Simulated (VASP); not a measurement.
Write the native input for VASP 6.6.1 that does the following.

- Task: single point
- Functional: revPBE
- Potentials or basis: VASP PAW PBE potentials, release 64 (C)
- Cutoff: 520 eV
- k mesh: 13 × 13 × 13
- Occupations: fermi-dirac, width 0.05 eV
- Spin: no spin polarisation
- Dipole correction: no
- Further INCAR settings: ALGO = Normal; EDIFF = 1e-06; NBANDS = 11

The structure of C lies in POSCAR:

```
C
1.0
    0.0000000000      1.7174547597      1.7174547597
    1.7174547597      0.0000000000      1.7174547597
    1.7174547597      1.7174547597      0.0000000000
C
2
Direct
    0.5000000000      0.5000000000      0.5000000000
    0.7500000000      0.7500000000      0.7500000000
```

This cell differs from its parent crystal: volume scaled by 0.88.

These files were run (other wordings do the same):

INCAR

```
SYSTEM = C
PREC = Accurate ; ENCUT = 520
EDIFF = 1E-6 ; ISMEAR = -1
SIGMA = 0.05 ; LREAL = .False.
LASPH = .True. ; NELM = 80
ALGO = Normal ; ISIF = 2
LWAVE = .False. ; LCHARG = .False.
GGA = RE ; NBANDS = 11
```

KPOINTS

```
regular mesh
0
Gamma
  13 13 13
  0 0 0
```

Potentials or basis: VASP PAW PBE potentials, release 64 (C).

Launch:

```console
$ cat potpaw_PBE.64/C/POTCAR > POTCAR
$ mpirun -np 1 vasp_std > vasp.out
```

Results of the run:

```json
{"Pressure": "69.2 GPa", "Band gap on the k mesh": "4.37 eV, indirect (least direct gap 5.90 eV)"}
```

Caveat: the PAW data sets were made with another functional, which shifts forces and pressure a little.

It took 6.7 s on 1 thread of Intel Xeon 6455B (shared host), peak memory 0.12 GiB.
